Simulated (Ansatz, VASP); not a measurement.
**Two plane-wave programs on Al**

```
Al
1.0
     0.00000    2.07152    1.64313
     2.07152    0.00000    1.64313
     2.07152    2.07152    0.00000
Al
1
Cartesian
  0.0000 0.0000 0.0000
```

Alike in both runs: task single point; functional PBE; dispersion D3(BJ); k mesh 22 × 22 × 22; occupations gaussian, width 0.15 eV; no spin polarisation.

|  | VASP | Ansatz |
| --- | --- | --- |
| version | VASP 6.6.1 | Ansatz 0.2.0 |
| potentials or method | VASP PAW PBE potentials, release 64 (Al), cutoff 520 eV | scalar-relativistic, plane waves, PAW |
| valence electrons in the cell | 3 | 3 |

|  | VASP | Ansatz | Ansatz less VASP |
| --- | --- | --- | --- |
| gap on the k mesh at the Fermi level (eV) | none | none | - |
| pressure (GPa) | 13.9 | 13.9 | -0.02 |
| traceless stress, the component that is largest in VASP (GPa) | 4.79 | 4.76 | -0.037 |

A gap of «none» marks a metal or a gap that the smearing closes.
